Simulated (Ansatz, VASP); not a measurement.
## CaO: VASP beside Ansatz

```
Ca O
1.0
     0.00000    2.44900    2.44900
     2.44900    0.00000    2.44900
     2.44900    2.44900    0.00000
Ca O
1 1
Direct
  0.05104 0.94896 0.94896
  0.50000 0.50000 0.50000
```

Change from the starting cell: all Ca atoms moved -0.250 Å, as atom 1 along Cartesian [1 0 0].

Alike in both runs: task single point; functional r2SCAN; k mesh 8 × 8 × 8; occupations gaussian, width 0.05 eV; no spin polarisation.

```csv
,VASP,Ansatz
version,VASP 6.6.1,Ansatz 0.2.0
potentials or method,"VASP PAW PBE potentials, release 64 (Ca_sv, O), cutoff 520 eV","scalar-relativistic, plane waves, PAW"
valence electrons in the cell,16,16
```

|  | VASP | Ansatz | Ansatz less VASP |
| --- | --- | --- | --- |
| gap on the k mesh at the Fermi level (eV) | 4.38 | 4.39 | +0.009 |
| least direct gap on the mesh (eV) | 4.63 | 4.64 | +0.012 |
| pressure (GPa) | -3.1 | -4.1 | -0.91 |
| traceless stress, the component that is largest in VASP (GPa) | 5.63 | 5.25 | -0.380 |
| rms of the force components (eV/Å) | 0.547 | 0.500 | -0.0473 |

VASP's potentials were made for PBE, not for r2SCAN. Atom by atom the forces differ by 0.047 eV/Å (rms over components).
